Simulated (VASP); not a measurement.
Input of a VASP 6.6.1 run:

File INCAR:

```
SYSTEM = MgS
PREC     = Accurate       ! precision mode
ENCUT    = 520            ! plane-wave cutoff, eV
EDIFF    = 1E-6           ! SCF threshold, eV
ISMEAR   = 0              ! smearing method
SIGMA    = 0.1            ! smearing width, eV
LREAL    = .FALSE.        ! projectors in reciprocal space
LASPH    = .TRUE.         ! aspherical terms in the spheres
NELM     = 60             ! most SCF steps
ALGO     = Normal         ! electronic algorithm
ISIF     = 2              ! what is computed and relaxed
LWAVE    = .FALSE.        ! write WAVECAR
LCHARG   = .FALSE.        ! write CHGCAR
LDIPOL   = .TRUE.       
IDIPOL   = 3            
DIPOL    = 0.5 0.5 0.500
GGA      = PE             ! functional
IVDW     = 12             ! dispersion correction
NBANDS   = 16             ! bands
```

The input KPOINTS:

```
Automatic mesh
0
G
  6 6 1
  0 0 0
```

File POSCAR:

```
MgS
1.0
    3.5722644000      0.0000000000      0.0000000000
    0.0000000000      3.5722644000      0.0000000000
    0.0000000000      0.0000000000     18.0000000000
Mg S
2 2
Direct
    0.0000000000      0.0000000000      0.3950000000
    0.5000000000      0.5000000000      0.6050000000
    0.5000000000      0.5000000000      0.3950000000
    0.0000000000      0.0000000000      0.6050000000
```

Potentials or basis: VASP PAW PBE potentials, release 64 (Mg, S).

Command:

```sh
$ cat potpaw_PBE.64/Mg/POTCAR potpaw_PBE.64/S/POTCAR > POTCAR
$ mpirun -np 1 vasp_std > vasp.out
```

What does it give for the largest force?

0.392 eV/Å.

Predict the band gap on the k mesh.

2.66 eV (least direct gap 2.69 eV).

Estimate the dispersion energy per atom.

-0.186 eV.

Forces in eV/Å, atoms in the order of the input:
```
Mg   0.000  0.000  0.392
Mg   0.000  0.000 -0.392
S    0.000  0.000  0.099
S    0.000  0.000 -0.099
```
